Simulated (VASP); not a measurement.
# InP (I4mm) in VASP: further runs

Runs on InP. Level: PBE. Tasks: single point.

All numbers are computed with VASP 6.6.1; they aren't measurements. Logs are shortened: lines on timing, memory, paths and dates and some standing lists are left out, and cuts for length are marked.

### Step 1. The cell of the first run

It takes space group I4mm (No. 107, tetragonal). Conventional cell: a = 3.918 Å, b = 3.918 Å, c = 5.540 Å, α = 90.00°, β = 90.00°, γ = 90.00°. In (site symmetry 4mm) has 6 P at 2.41 to 3.13 Å within 3.2 Å. Within 3.2 Å of P (site symmetry 4mm) lie 6 In at 2.41 to 3.13 Å.

### Step 2. Single point, PBE (mode 4 frozen in at -0.281 Å, normal strain along x +0.0000)

The input, INCAR:

```
SYSTEM = InP
PREC = Accurate
ENCUT = 520
EDIFF = 1E-7
ISMEAR = 0
SIGMA = 0.15
LREAL = .FALSE.
LASPH = .TRUE.
NELM = 80
ALGO = Normal
ISIF = 2
LWAVE = .FALSE.
LCHARG = .TRUE.
GGA = PE
LELF = .TRUE.
LVHAR = .TRUE.
NBANDS = 16
```

The input, KPOINTS:

```
Automatic mesh
0
G
  14 14 14
  0 0 0
```

The input, POSCAR:

```
InP
1.0
    0.0000000000      2.7701982124      2.7701982124
    2.7701982124      0.0000000000      2.7701982124
    2.7701982124      2.7701982124      0.0000000000
In P
1 1
Direct
   -0.0136966031      0.0136966031      0.0136966031
    0.5507725402      0.4492274598      0.4492274598
```

Potentials or basis: VASP PAW PBE potentials, release 64 (In_d, P).

The run is started by

```bash
$ cat potpaw_PBE.64/In_d/POTCAR potpaw_PBE.64/P/POTCAR > POTCAR
$ mpirun -np 1 vasp_std > vasp.out
```

OUTCAR:

```text
SYSTEM = InP
   PREC = Accurate
   ENCUT = 520
   EDIFF = 1E-7
   ISMEAR = 0
   LREAL = .FALSE.
   LASPH = .TRUE.
   NELM = 80
   ISIF = 2
   GGA = PE

 ion  position               nearest neighbor table
   1  0.986  0.014  0.014-   2 2.41   2 2.79   2 2.79   2 2.79   2 2.79   2 3.13
   2  0.551  0.449  0.449-   1 2.41   1 2.79   1 2.79   1 2.79   1 2.79   1 3.13

  LATTYP: Found a face centered cubic cell.
 ALAT       =     5.5403964248

  Lattice vectors:

 A1 = (   0.0000000000,   2.7701982124,   2.7701982124)
 A2 = (   2.7701982124,   0.0000000000,   2.7701982124)
 A3 = (   2.7701982124,   2.7701982124,   0.0000000000)

Analysis of symmetry for initial positions (statically):
=====================================================================
 Subroutine PRICEL returns:
 Original cell was already a primitive cell.

 Routine SETGRP: Setting up the symmetry group for a
 face centered cubic supercell.

 Subroutine GETGRP returns: Found  8 space group operations
 (whereof  8 operations were pure point group operations)
 out of a pool of 48 trial point group operations.

The static configuration has the point symmetry C_4v.

Analysis of symmetry for dynamics (positions and initial velocities):
=====================================================================
 Subroutine PRICEL returns:
 Original cell was already a primitive cell.

 Routine SETGRP: Setting up the symmetry group for a
 face centered cubic supercell.

 Subroutine GETGRP returns: Found  8 space group operations
 (whereof  8 operations were pure point group operations)
 out of a pool of 48 trial point group operations.

The dynamic configuration has the point symmetry C_4v.

 Subroutine INISYM returns: Found  8 space group operations
 (whereof  8 operations are pure point group operations),
 and found     1 'primitive' translations

----------------------------------------------------------------------------------------

                                     Primitive cell

  volume of cell :      42.5170

  direct lattice vectors                    reciprocal lattice vectors
     0.000000000  2.770198212  2.770198212    -0.180492500  0.180492500  0.180492500
     2.770198212  0.000000000  2.770198212     0.180492500 -0.180492500  0.180492500
     2.770198212  2.770198212  0.000000000     0.180492500  0.180492500 -0.180492500

  length of vectors
     3.917651882  3.917651882  3.917651882     0.312622180  0.312622180  0.312622180

  position of ions in fractional coordinates (direct lattice)
     0.986303397  0.013696603  0.013696603
     0.550772540  0.449227460  0.449227460

  ion indices of the primitive-cell ions
   primitive index   ion index
                 1           1
                 2           2

----------------------------------------------------------------------------------------

 KPOINTS: Automatic mesh

Automatic generation of k-mesh.
 Grid dimensions read from file:
 generate k-points for:   14   14   14

 Generating k-lattice:

  Cartesian coordinates                     Fractional coordinates (reciprocal lattice)
    -0.012892321  0.012892321  0.012892321     0.071428571  0.000000000  0.000000000
     0.012892321 -0.012892321  0.012892321     0.000000000  0.071428571  0.000000000
     0.012892321  0.012892321 -0.012892321     0.000000000  0.000000000  0.071428571

  Length of vectors
     0.022330156  0.022330156  0.022330156

  Shift w.r.t. Gamma in fractional coordinates (k-lattice)
     0.000000000  0.000000000  0.000000000

 Subroutine IBZKPT returns following result:
 ===========================================

 Found    244 irreducible k-points:

 Following reciprocal coordinates:
            Coordinates               Weight
  0.000000  0.000000  0.000000      1.000000
  0.071429  0.000000  0.000000      8.000000
  0.142857  0.000000  0.000000      8.000000
  0.214286  0.000000  0.000000      8.000000
  0.285714  0.000000  0.000000      8.000000
  0.357143  0.000000  0.000000      8.000000
[... 16 lines left out ...]
 -0.428571  0.071429  0.000000     16.000000
  0.000000 -0.428571  0.071429      8.000000
 [... further k-points ...]
   k-points           NKPTS =    244   k-points in BZ     NKDIM =    244   number of bands    NBANDS=     16
   number of dos      NEDOS =    301   number of ions     NIONS =      2
   total plane-waves  NPLWV =  27000
   dimension x,y,z NGX =    30 NGY =   30 NGZ =   30
   dimension x,y,z NGXF=    60 NGYF=   60 NGZF=   60
   ions per type =               1   1
   NGX,Y,Z   is equivalent  to a cutoff of  12.73, 12.73, 12.73 a.u.
   NGXF,Y,Z  is equivalent  to a cutoff of  25.46, 25.46, 25.46 a.u.
 SYSTEM =  InP
   PREC   = accura    normal or accurate (medium, high low for compatibility)
   ISTART =      0    job   : 0-new  1-cont  2-samecut
   ICHARG =      2    charge: 1-file 2-atom 10-const
   ISPIN  =      1    spin polarized calculation?
   LNONCOLLINEAR =      F non collinear calculations
   LSORBIT =      F    spin-orbit coupling
   LASPH  =      T    aspherical Exc in radial PAW
   ENCUT  =  520.0 eV  38.22 Ry    6.18 a.u.   7.28  7.28  7.28*2*pi/ulx,y,z
   NELM   =     80;   NELMIN=  2; NELMDL= -5     # of ELM steps
   EDIFF  = 0.1E-06   stopping-criterion for ELM
   LREAL  =      F    real-space projection
   EDIFFG = 0.1E-05   stopping-criterion for IOM
   NSW    =      0    number of steps for IOM
   IBRION =     -1    ionic relax: 0-MD 1-quasi-New 2-CG
   NFREE  =      0    steps in history (QN), initial steepest desc. (CG)
   ISIF   =      2    stress and relaxation
   ISYM   =      2    0-nonsym 1-usesym 2-fastsym
   POTIM  = 0.5000    time-step for ionic-motion
   TEBEG  =    0.0;   TEEND  =   0.0 temperature during run
   PSTRESS=    0.0 pullay stress
   NELECT =      18.0000    total number of electrons
   NUPDOWN=      -1.0000    fix difference up-down
   EMIN   =  10.00;   EMAX   =-10.00  energy-range for DOS
   EFERMI =   0.00;   METHOD = LEGACY
   ISMEAR =     0;   SIGMA  =   0.15  broadening in eV -4-tet -1-fermi 0-gaus
   EFERMI_NEDOS =   21; number of points for ismear=-14 and -15
   IALGO  =     38    algorithm
   IMIX   =      4    mixing-type and parameters
     AMIX     =   0.40;   BMIX     =  1.00
     AMIX_MAG =   1.60;   BMIX_MAG =  1.00
  volume/ion in A,a.u.               =      21.26       143.46
  Fermi-wavevector in a.u.,A,eV,Ry     =   1.229263  2.322970 20.559595  1.511088
  Thomas-Fermi vector in A             =   2.364157
   LORBIT       =      0    0 simple, 1 ext, 2 COOP (PROOUT), +10 PAW based schemes
   GGA     = PE    functional components
   LHFCALC =     F    Hartree Fock is set to
   AEXX    =    0.0000 exact exchange contribution
   IVDW    =     0    specifies the selected vdW correction
   LEPSILON=     F    determine dielectric tensor
   LRPA    =     F    only Hartree local field effects (RPA)
 non-spin polarized calculation
 Gauss-broadening in eV      SIGMA  =   0.15
  energy-cutoff  :      520.00
  volume of cell :       42.52
 maximum number of plane-waves:      1163
 NGX is ok and might be reduce to    30
   NGX = 15   NGY = 15   NGZ = 15

 number of electron      18.0000004 magnetization

 Free energy of the ion-electron system (eV)
  ---------------------------------------------------
  ext. energy  EPLUGINS =         0.00000000
  ---------------------------------------------------
  free energy    TOTEN  =        -7.72344276 eV

  energy without entropy =       -7.70943616  energy(sigma->0) =       -7.71643946

 E-fermi :   6.9589     XC(G=0): -10.3620

 val. band max:        6.9554309933   @ k =   0.2857   0.0000   0.0000
 cond. band min:       6.9767151248   @ k =  -0.3571   0.0714   0.0000
 fundamental gap:      0.0212841315
 Fermi energy:         6.9588998157

 k-point     1 :       0.0000    0.0000    0.0000
  band No.  band energies     occupation
      1      -7.3438      2.00000
      2      -7.2407      2.00000
      3      -7.2407      2.00000
      4      -7.2205      2.00000
      5      -7.2078      2.00000
      6      -5.0410      2.00000
[... 8 lines left out ...]
     15      16.2124      0.00000
     16      16.2124      0.00000

 k-point     2 :       0.0714    0.0000    0.0000
  band No.  band energies     occupation
      1      -7.3472      2.00000
      2      -7.2395      2.00000
      3      -7.2387      2.00000
      4      -7.2210      2.00000
      5      -7.2059      2.00000
      6      -4.9761      2.00000
[... 8 lines left out ...]
     15      15.5589      0.00000
     16      15.9341      0.00000

 k-point     3 :       0.1429    0.0000    0.0000
  band No.  band energies     occupation
      1      -7.3570      2.00000
      2      -7.2404      2.00000
      3      -7.2368      2.00000
      4      -7.2151      2.00000
      5      -7.1996      2.00000
      6      -4.7837      2.00000
[... 8 lines left out ...]
     15      15.2150      0.00000
     16      15.6776      0.00000

 k-point     4 :       0.2143    0.0000    0.0000
  band No.  band energies     occupation
      1      -7.3714      2.00000
      2      -7.2506      2.00000
      3      -7.2351      2.00000
      4      -7.1989      2.00000
      5      -7.1882      2.00000
      6      -4.4715      2.00000
[... 8 lines left out ...]
     15      15.4976      0.00000
     16      15.7128      0.00000
[... 324 lines left out ...]
 k-point    22 :       0.0000    0.5000    0.0714
  band No.  band energies     occupation
      1      -7.4264      2.00000
      2      -7.2802      2.00000
      3      -7.2366      2.00000
      4      -7.1487      2.00000
      5      -7.1431      2.00000
      6      -2.9164      2.00000
[... 8 lines left out ...]
     15      18.5173      0.00000
     16      18.7228      0.00000

 k-point    23 :      -0.4286    0.0714    0.0000
  band No.  band energies     occupation
      1      -7.4169      2.00000
      2      -7.2867      2.00000
      3      -7.2368      2.00000
      4      -7.1494      2.00000
      5      -7.1456      2.00000
      6      -2.9888      2.00000
[... 8 lines left out ...]
     15      17.7788      0.00000
     16      19.0200      0.00000

 k-point    24 :       0.0000   -0.4286    0.0714
  band No.  band energies     occupation
      1      -7.4224      2.00000
      2      -7.2816      2.00000
      3      -7.2368      2.00000
      4      -7.1484      2.00000
      5      -7.1473      2.00000
      6      -2.9841      2.00000
[... 8 lines left out ...]
     15      17.8054      0.00000
     16      18.9625      0.00000

 [... further k-points ...]
[... 5 lines left out ...]
  --------------------------------------------------------------------------------------
  -------------------------------------------------------------------------------------
  Total        3.9043049     -0.4157940     -0.4157940      0.0000000     -0.0000000      0.0000000
  in kB      147.1267946    -15.6684585    -15.6684585      0.0000000     -0.0000000      0.0000000
  external PRESSURE =      38.5966259 kB  Pullay stress =       0.0000000 kB

 VOLUME and BASIS-vectors are now :
 -----------------------------------------------------------------------------
  energy-cutoff  :      520.00
  volume of cell :       42.52
      direct lattice vectors                 reciprocal lattice vectors
     0.000000000  2.770198212  2.770198212    -0.180492500  0.180492500  0.180492500
     2.770198212  0.000000000  2.770198212     0.180492500 -0.180492500  0.180492500
     2.770198212  2.770198212  0.000000000     0.180492500  0.180492500 -0.180492500

 POSITION                                       TOTAL-FORCE (eV/Angst)
 -----------------------------------------------------------------------------------
      0.07588      2.77020      2.77020        -1.493366      0.000000      0.000000
      2.48890      2.77020      2.77020         1.493366      0.000000      0.000000
 -----------------------------------------------------------------------------------
    total drift:                                0.000696      0.000000      0.000000

  FREE ENERGIE OF THE ION-ELECTRON SYSTEM (eV)
  ---------------------------------------------------
  free  energy   TOTEN  =        -7.7234427640 eV

  energy  without entropy=       -7.7094361561  energy(sigma->0) =       -7.71643946
```

Run time: 88 s. Hardware: 1 thread of Intel Xeon 6975P-C (Granite Rapids), shared host; peak memory 0.29 GiB.

Results:

| Quantity | Value |
| --- | --- |
| Free energy | -7.7234 eV |
| Pressure | 3.9 GPa |
| Largest force | 1.493 eV/Å |
| Band gap on the k mesh | zero (band 9 reaches 7.32 eV, above the bottom of band 10 at 5.04 eV) |

Forces in eV/Å, atoms in the order of the input:
```
In  -1.493  0.000  0.000
P    1.493  0.000  0.000
```

Caveat: the cell differs from its parent crystal (mode 4 frozen in at -0.281 Å, normal strain along x +0.0000); spin-orbit coupling is left out, which moves the levels of the heavy elements; forces of over 1 eV/Å act on the atoms, so gaps and moduli don't describe the material at rest.

### Step 3. Single point, PBE (mode 4 frozen in at -0.141 Å, normal strain along x +0.0233)

The input, INCAR:

```
SYSTEM = InP
ALGO = Normal ; EDIFF = 1E-6
ENCUT = 520 ; GGA = PE
ISIF = 2 ; ISMEAR = 0
LASPH = .True. ; LCHARG = .False.
LREAL = .False. ; LWAVE = .False.
NBANDS = 16 ; NELM = 80
PREC = Accurate ; SIGMA = 0.15
```

The input, KPOINTS:

```
k-points
0
Gamma
  14 14 14
  0 0 0
```

The input, POSCAR:

```
InP
1.0
    0.0000000000      2.7701982124      2.7701982124
    2.8347438307      0.0000000000      2.7701982124
    2.8347438307      2.7701982124      0.0000000000
In P
1 1
Direct
   -0.0068507361      0.0068507361      0.0068507361
    0.5253952947      0.4746047053      0.4746047053
```

Potentials or basis: VASP PAW PBE potentials, release 64 (In_d, P).

The run is started by

```bash
$ cat potpaw_PBE.64/In_d/POTCAR potpaw_PBE.64/P/POTCAR > POTCAR
$ mpirun -np 1 vasp_std > vasp.out
```

It took 77 s on 1 thread of Intel Xeon 6975P-C (Granite Rapids), shared host; peak memory 0.29 GiB.

Results (log left out):

```yaml
Free_energy: -7.8956 eV
Pressure: -0.9 GPa
Largest_force: 0.227 eV/Å
Band_gap_on_the_k_mesh: zero (band 9 reaches 7.06 eV, above the bottom of band 10 at 4.55 eV)
```

Forces in eV/Å, atoms in the order of the input:
```
In  -0.227  0.000  0.000
P    0.227  0.000  0.000
```

Stress tensor (GPa, compression positive):
```
 0.06  0.00  0.00
 0.00 -1.33  0.00
 0.00  0.00 -1.33
```

Levels at points of the mesh, in eV from the Fermi level:
```
           k point  band 7  band 8  band 9  band 10  band 11  band 12
(0.00, 0.00, 0.00)   -0.26   -0.26   -0.12     0.38     6.93     6.93
(0.50, 0.00, 0.00)   -6.46    0.00    0.21     2.53     3.53     3.58
(0.50, 0.50, 0.00)   -4.75   -2.65   -2.33    -2.00     3.79     9.46
(0.00, 0.50, 0.50)   -4.91   -2.18   -2.15    -2.15     4.00     9.81
```

Caveat: the cell differs from its parent crystal (mode 4 frozen in at -0.141 Å, normal strain along x +0.0233); spin-orbit coupling is left out, which moves the levels of the heavy elements.
